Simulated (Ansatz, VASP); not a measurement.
CaICl: VASP beside Ansatz

```
CELL_PARAMETERS angstrom
4.16494 0.00000 0.00000
-2.08247 3.60694 0.00000
0.00000 0.00000 30.44784
ATOMIC_POSITIONS crystal
Ca 0.00000 0.00000 0.30399
I 0.33333 0.66667 0.23684
Cl 0.33333 0.66667 0.35322
```

Alike in both runs: functional PBE; k mesh 6 × 6 × 1; occupations gaussian, width 0.1 eV; no spin polarisation.

Ansatz relaxed the structure, and its values are those at the end. VASP's run is a single point on that final structure, the one shown.

|  | VASP | Ansatz |
| --- | --- | --- |
| version | VASP 6.6.1 | Ansatz 0.2.0 |
| potentials or method | VASP PAW PBE potentials, release 64 (Ca_sv, I, Cl), cutoff 520 eV | scalar-relativistic, plane waves, PAW |
| valence electrons in the cell | 24 | 34 |

|  | VASP | Ansatz | Ansatz less VASP |
| --- | --- | --- | --- |
| gap on the k mesh at the Fermi level (eV) | 3.08 | 3.08 | 0.000 |
| least direct gap on the mesh (eV) | 3.65 | 3.65 | 0.000 |
| rms of the force components (eV/Å) | 0.009 | 0.001 | -0.0073 |

The functional is the same, so the differences come from potentials, cutoffs and numerics. VASP's potentials hold 24 valence electrons a cell and Ansatz's 34, so a difference there can come from the potentials and not from the codes. Ansatz's warnings: slab cell height set, structure snapped to symmetry.

Neither program's run includes spin-orbit coupling.
